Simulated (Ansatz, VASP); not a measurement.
## Two plane-wave programs on NaB

INCAR

```
  ALGO = Normal
  EDIFF = 1E-6
  ENCUT = 500
  GGA = PE
  GGA_COMPAT = F
  ISIF = 2
  ISMEAR = -1
  LASPH = T
  LCHARG = T
  LELF = T
  LREAL = F
  LVHAR = T
  LWAVE = F
  NBANDS = 12
  NELM = 120
  PREC = Accurate
  SIGMA = 0.008617333262145177
```

KPOINTS

```
k-points
0
Gamma
  8 8 8
```

Contents of POSCAR:

```
NaB
1.0
    0.0000000000      2.4737087660      2.4737087660
    2.4737087660      0.0000000000      2.4737087660
    2.4737087660      2.4737087660      0.0000000000
Na B
1 1
Direct
    0.0000000000      0.0000000000      0.0000000000
    0.5000000000      0.5000000000      0.5000000000
```

Input for Ansatz:

```yaml
crystal:
  lattice:
    - [0.0, 2.473708766, 2.473708766]
    - [2.473708766, 0.0, 2.473708766]
    - [2.473708766, 2.473708766, 0.0]
  atoms:
    - { symbol: Na, position: [0.0, 0.0, 0.0] }
    - { symbol: B, position: [0.5, 0.5, 0.5] }
basis:
  ecutwfc: 420
kpoints:
  mp_grid: { grid: [8, 8, 8] }
hamiltonian:
  xc: pbe
scf:
  occupations: { method: fermi_dirac, width: "100 K" }
  max_iter: 80
output:
  forces: true
  stress: true
  eigenvalues: true
```

Alike in both runs: task single point; functional PBE; k mesh 8 × 8 × 8; no spin polarisation.

```csv
,VASP,Ansatz
version,VASP 6.6.1,Ansatz 0.2.0
potentials or method,"VASP PAW PBE potentials, release 64 (Na_pv, B), cutoff 500 eV","scalar-relativistic, plane waves, PAW"
occupations,"fermi-dirac, width 0.00861733 eV",fermi-dirac
valence electrons in the cell,10,12
```

Ansatz gave:

```
gap on the k mesh at the Fermi level (eV) : none
pressure (GPa)                            : 10.9
```

**Question.** Estimate VASP's values.

**Answer.** gap on the k mesh at the Fermi level (eV): none; pressure (GPa): 11.0.

A gap of «none» marks a metal or a gap that the smearing closes. VASP's potentials hold 10 valence electrons a cell and Ansatz's 12, so a difference there can come from the potentials and not from the codes.
